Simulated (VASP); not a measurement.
Input of a VASP 6.6.1 run:

File INCAR:

```
SYSTEM = SrO
PREC     = Accurate       ! precision mode
ENCUT    = 520            ! plane-wave cutoff, eV
EDIFF    = 1E-7           ! SCF threshold, eV
ISMEAR   = 0              ! smearing method
SIGMA    = 0.05           ! smearing width, eV
LREAL    = .FALSE.        ! projectors in reciprocal space
LASPH    = .TRUE.         ! aspherical terms in the spheres
NELM     = 150            ! most SCF steps
ALGO     = Normal         ! electronic algorithm
ISIF     = 2              ! what is computed and relaxed
LWAVE    = .FALSE.        ! write WAVECAR
LCHARG   = .FALSE.        ! write CHGCAR
ISPIN    = 2              ! spin polarisation
MAGMOM   = 0.5 0.5        ! initial moments
LORBIT   = 11             ! projections on sites
GGA      = PE             ! functional
NBANDS   = 19             ! bands
```

File KPOINTS:

```
regular mesh
0
G
  1 1 14
  0 0 0
```

POSCAR

```
SrO
1.0
    9.0000000000      0.0000000000      0.0000000000
    0.0000000000      9.3000000000      0.0000000000
    0.0000000000      0.0000000000      4.4824270217
Sr O
1 1
Direct
    0.5000000000      0.5000000000     -0.0174991370
    0.5000000000      0.5000000000      0.4824991370
```

Potentials or basis: VASP PAW PBE potentials, release 64 (Sr_sv, O).

The run is started by

```bash
$ cat potpaw_PBE.64/Sr_sv/POTCAR potpaw_PBE.64/O/POTCAR > POTCAR
$ mpirun -np 1 vasp_std > vasp.out
```

(1) Estimate the net moment.

(2) What does it give for the band gap on the k mesh?

Results:

(1) 0.00 μB per cell.

(2) 0.47 eV, direct.
